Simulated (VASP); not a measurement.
# WSe2 in VASP: notebook

Runs on WSe2. Level: PBE+D3(BJ). Tasks: relaxation of shape and atoms at fixed volume, relaxation of the atoms, single point.

All numbers are computed with VASP 6.6.1; they aren't measurements. Logs are shortened: lines on timing, memory, paths and dates and some standing lists are left out, and cuts for length are marked.

**1. The cell of the first run**

The typed cell holds 6 atoms: a = 3.344 Å, b = 3.344 Å, c = 13.538 Å, α = 90.00°, β = 90.00°, γ = 120.00°.

**2. Relaxation of shape and atoms at fixed volume, PBE+D3(BJ) (21.85 Å³/atom)**

Contents of INCAR:

```
SYSTEM = WSe2
  PREC = Accurate
  ENCUT = 600
  EDIFF = 1E-7
  ISMEAR = 0
  SIGMA = 0.02
  LREAL = .FALSE.
  LASPH = .TRUE.
  NELM = 80
  ALGO = Normal
  ISIF = 4
  LWAVE = .FALSE.
  LCHARG = .FALSE.
  GGA = PE
  IVDW = 12
  IBRION = 2
  NSW = 50
  EDIFFG = -0.01
```

Contents of KPOINTS:

```
Automatic mesh
0
G
  9 9 2
  0 0 0
```

Contents of POSCAR:

```
WSe2
1.0
    3.3435612742      0.0000000000      0.0000000000
   -1.6717806371      2.8956090025      0.0000000000
    0.0000000000      0.0000000000     13.5380201065
W Se
2 4
Direct
    0.6666666667      0.3333333333      0.2500171605
    0.3333333333      0.6666666667      0.7499828395
    0.3333333333      0.6666666667      0.3757966425
    0.6666666667      0.3333333333      0.8757622510
    0.3333333333      0.6666666667      0.1242377490
    0.6666666667      0.3333333333      0.6242033575
```

Potentials or basis: VASP PAW PBE potentials, release 64 (W_sv, Se).

On the command line:

```console
cat potpaw_PBE.64/W_sv/POTCAR potpaw_PBE.64/Se/POTCAR > POTCAR
mpirun -np 1 vasp_std > vasp.out
```

OUTCAR:

```text
SYSTEM = WSe2
   PREC = Accurate
   ENCUT = 600
   EDIFF = 1E-7
   ISMEAR = 0
   LREAL = .FALSE.
   LASPH = .TRUE.
   NELM = 80
   ISIF = 4
   GGA = PE
   IVDW = 12
   IBRION = 2
   NSW = 50
   EDIFFG = -0.01
 IVDW          = 12

 ion  position               nearest neighbor table
   1  0.667  0.333  0.250-   5 2.57   5 2.57   5 2.57   3 2.57   3 2.57   3 2.57
   2  0.333  0.667  0.750-   4 2.57   4 2.57   4 2.57   6 2.57   6 2.57   6 2.57
   3  0.333  0.667  0.376-   1 2.57   1 2.57   1 2.57
   4  0.667  0.333  0.876-   2 2.57   2 2.57   2 2.57
   5  0.333  0.667  0.124-   1 2.57   1 2.57   1 2.57
   6  0.667  0.333  0.624-   2 2.57   2 2.57   2 2.57

  LATTYP: Found a hexagonal cell.
 ALAT       =     3.3435612742
 C/A-ratio  =     4.0489822068

  Lattice vectors:

 A1 = (   3.3435612742,   0.0000000000,   0.0000000000)
 A2 = (  -1.6717806371,   2.8956090025,   0.0000000000)
 A3 = (   0.0000000000,   0.0000000000,  13.5380201065)

Analysis of symmetry for initial positions (statically):
=====================================================================
 Subroutine PRICEL returns:
 Original cell was already a primitive cell.

 Routine SETGRP: Setting up the symmetry group for a
 hexagonal supercell.

 Subroutine GETGRP returns: Found 12 space group operations
 (whereof 12 operations were pure point group operations)
 out of a pool of 24 trial point group operations.

The static configuration has the point symmetry D_3d.

Analysis of symmetry for dynamics (positions and initial velocities):
=====================================================================
 Subroutine PRICEL returns:
 Original cell was already a primitive cell.

 Routine SETGRP: Setting up the symmetry group for a
 hexagonal supercell.

 Subroutine GETGRP returns: Found 12 space group operations
 (whereof 12 operations were pure point group operations)
 out of a pool of 24 trial point group operations.

The dynamic configuration has the point symmetry D_3d.

 Subroutine INISYM returns: Found 12 space group operations
 (whereof 12 operations are pure point group operations),
 and found     1 'primitive' translations

----------------------------------------------------------------------------------------

                                     Primitive cell

  volume of cell :     131.0703

  direct lattice vectors                    reciprocal lattice vectors
     3.343561274  0.000000000  0.000000000     0.299082301  0.172675247  0.000000000
    -1.671780637  2.895609003  0.000000000     0.000000000  0.345350494  0.000000000
     0.000000000  0.000000000 13.538020106     0.000000000  0.000000000  0.073866045

[... 70 lines left out ...]
  0.333333  0.222222  0.500000     12.000000
  0.333333  0.333333  0.500000      2.000000
   k-points           NKPTS =     24   k-points in BZ     NKDIM =     24   number of bands    NBANDS=     31
   number of dos      NEDOS =    301   number of ions     NIONS =      6
   total plane-waves  NPLWV =  84672
   dimension x,y,z NGX =    28 NGY =   28 NGZ =  108
   dimension x,y,z NGXF=    56 NGYF=   56 NGZF=  216
   ions per type =               2   4
   NGX,Y,Z   is equivalent  to a cutoff of  13.92, 13.92, 13.26 a.u.
   NGXF,Y,Z  is equivalent  to a cutoff of  27.84, 27.84, 26.52 a.u.
 SYSTEM =  WSe2
   PREC   = accura    normal or accurate (medium, high low for compatibility)
   ISTART =      0    job   : 0-new  1-cont  2-samecut
   ICHARG =      2    charge: 1-file 2-atom 10-const
   ISPIN  =      1    spin polarized calculation?
   LNONCOLLINEAR =      F non collinear calculations
   LSORBIT =      F    spin-orbit coupling
   LASPH  =      T    aspherical Exc in radial PAW
   ENCUT  =  600.0 eV  44.10 Ry    6.64 a.u.   6.68  6.68 27.04*2*pi/ulx,y,z
   NELM   =     80;   NELMIN=  2; NELMDL= -5     # of ELM steps
   EDIFF  = 0.1E-06   stopping-criterion for ELM
   LREAL  =      F    real-space projection
   EDIFFG = -.1E-01   stopping-criterion for IOM
   NSW    =     50    number of steps for IOM
   IBRION =      2    ionic relax: 0-MD 1-quasi-New 2-CG
   NFREE  =      1    steps in history (QN), initial steepest desc. (CG)
   ISIF   =      4    stress and relaxation
   ISYM   =      2    0-nonsym 1-usesym 2-fastsym
   POTIM  = 0.5000    time-step for ionic-motion
   TEBEG  =    0.0;   TEEND  =   0.0 temperature during run
   PSTRESS=    0.0 pullay stress
   NELECT =      52.0000    total number of electrons
   NUPDOWN=      -1.0000    fix difference up-down
   EMIN   =  10.00;   EMAX   =-10.00  energy-range for DOS
   EFERMI =   0.00;   METHOD = LEGACY
   ISMEAR =     0;   SIGMA  =   0.02  broadening in eV -4-tet -1-fermi 0-gaus
   EFERMI_NEDOS =   21; number of points for ismear=-14 and -15
   IALGO  =     38    algorithm
   IMIX   =      4    mixing-type and parameters
     AMIX     =   0.40;   BMIX     =  1.00
     AMIX_MAG =   1.60;   BMIX_MAG =  1.00
  volume/ion in A,a.u.               =      21.85       147.42
  Fermi-wavevector in a.u.,A,eV,Ry     =   1.202932  2.273212 19.688255  1.447046
  Thomas-Fermi vector in A             =   2.338700
   LORBIT       =      0    0 simple, 1 ext, 2 COOP (PROOUT), +10 PAW based schemes
   GGA     = PE    functional components
   LHFCALC =     F    Hartree Fock is set to
   AEXX    =    0.0000 exact exchange contribution
   IVDW    =    12    specifies the selected vdW correction
   LEPSILON=     F    determine dielectric tensor
   LRPA    =     F    only Hartree local field effects (RPA)
 conjugate gradient relaxation of ions
 non-spin polarized calculation
 Gauss-broadening in eV      SIGMA  =   0.02
  energy-cutoff  :      600.00
  volume of cell :      131.07
 maximum number of plane-waves:      4411
 NGX is ok and might be reduce to    28
   NGX = 13   NGY = 13   NGZ = 55

--------------------------------------- Ionic step        1  -------------------------------------------

 number of electron      51.9999997 magnetization

 Free energy of the ion-electron system (eV)
  ---------------------------------------------------
  ext. energy  EPLUGINS =         0.00000000
  ---------------------------------------------------
  free energy    TOTEN  =       -43.18398701 eV

  energy without entropy =      -43.18398701  energy(sigma->0) =      -43.18398701

------------------------ aborting loop because EDIFF is reached ----------------------------------------

 Edisp (eV)   -2.58168

 E8    (eV) :    -1.1516
[... 255 lines left out ...]
--------------------------------------- Ionic step        7  -------------------------------------------

 number of electron      51.9999999 magnetization

 Free energy of the ion-electron system (eV)
  ---------------------------------------------------
  ext. energy  EPLUGINS =         0.00000000
  ---------------------------------------------------
  free energy    TOTEN  =       -43.23434573 eV

  energy without entropy =      -43.23434573  energy(sigma->0) =      -43.23434573

 E-fermi :   5.3678     XC(G=0): -10.2691

 val. band max:        5.2842861394   @ k =   0.0000   0.0000   0.0000
 cond. band min:       6.5939984472   @ k =   0.2222   0.1111   0.0000
 fundamental gap:      1.3097123077
 Fermi energy:         5.3677757893

 k-point     1 :       0.0000    0.0000    0.0000
  band No.  band energies     occupation
      1     -68.9091      2.00000
      2     -68.9091      2.00000
      3     -33.1333      2.00000
      4     -33.1333      2.00000
      5     -33.0237      2.00000
      6     -33.0237      2.00000
[... 842 lines left out ...]
  FREE ENERGIE OF THE ION-ELECTRON SYSTEM (eV)
  ---------------------------------------------------
  free  energy   TOTEN  =       -45.8162353059 eV

  energy  without entropy=      -45.8162353059  energy(sigma->0) =      -45.81623531

 reached required accuracy - stopping structural energy minimisation
```

OSZICAR:

```text
N       E                     dE             d eps       ncg     rms          rms(c)
DAV:   1     0.537388256754E+03    0.53739E+03   -0.30208E+04  1672   0.180E+03
[... 63 lines left out ...]
       N       E                     dE             d eps       ncg     rms          rms(c)
DAV:   1    -0.432343622831E+02   -0.49820E-04   -0.64832E-03  1537   0.419E-01    0.649E-02
DAV:   2    -0.432343591680E+02    0.31151E-05   -0.42005E-04  1726   0.885E-02    0.309E-02
DAV:   3    -0.432343499031E+02    0.92649E-05   -0.52546E-05  1765   0.396E-02    0.222E-02
DAV:   4    -0.432343462332E+02    0.36699E-05   -0.10115E-05  1892   0.160E-02    0.106E-02
DAV:   5    -0.432343456866E+02    0.54662E-06   -0.17947E-06  1670   0.628E-03    0.225E-03
DAV:   6    -0.432343457253E+02   -0.38674E-07   -0.36341E-07  1447   0.305E-03
   7 F= -.45816235E+02 E0= -.45816235E+02  d E =-.143146E-04
```

Wall time 14 min (1 thread of Intel Xeon 8259CL, shared host); peak memory 0.36 GiB.

Results:

| Property | Result |
| --- | --- |
| Free energy | -45.8162 eV |
| Energy gained by relaxing | 8.4 meV/atom |
| Ionic steps | 7 |
| Pressure after relaxing | -2.5 GPa |
| Largest force after relaxing | 0.010 eV/Å |
| Band gap on the k mesh | 1.31 eV (least direct gap 1.52 eV) |
| Dispersion energy per atom | -0.430 eV |

Forces in eV/Å, atoms in the order of the input:
```
W    0.000  0.000  0.000
W    0.000  0.000  0.000
Se   0.000  0.000 -0.010
Se   0.000  0.000 -0.010
Se   0.000  0.000  0.010
Se   0.000  0.000  0.010
```

Stress tensor (GPa, compression positive):
```
-2.44  0.00  0.00
 0.00 -2.44  0.00
 0.00  0.00 -2.53
```

The path:
| step | energy change (eV) | largest force (eV/Å) | pressure (GPa) | volume (Å³) |
| --- | --- | --- | --- | --- |
| 1 | 0.0000 | 0.5375 | -6.06 | 131.07 |
| 2 | -0.0293 | 0.0572 | -4.04 | 131.07 |
| 3 | -0.0293 | 0.0561 | -4.04 | 131.07 |
| 4 | -0.0426 | 0.0280 | -3.41 | 131.07 |
| 5 | -0.0506 | 0.0163 | -2.39 | 131.07 |
| 6 | -0.0506 | 0.0177 | -2.36 | 131.07 |
| 7 | -0.0506 | 0.0099 | -2.47 | 131.07 |

Final structure:
```
CELL_PARAMETERS angstrom
3.31288 0.00000 0.00000
-1.65644 2.86904 0.00000
0.00000 0.00000 13.78991
ATOMIC_POSITIONS crystal
W 0.66667 0.33333 0.25002
W 0.33333 0.66667 0.74998
Se 0.33333 0.66667 0.37202
Se 0.66667 0.33333 0.87199
Se 0.33333 0.66667 0.12801
Se 0.66667 0.33333 0.62798
```

Caveat: spin-orbit coupling is left out, which moves the levels of the heavy elements; an odd mesh through Γ misses points on the zone boundary, where band edges can lie.

[end of part 1 of 2]
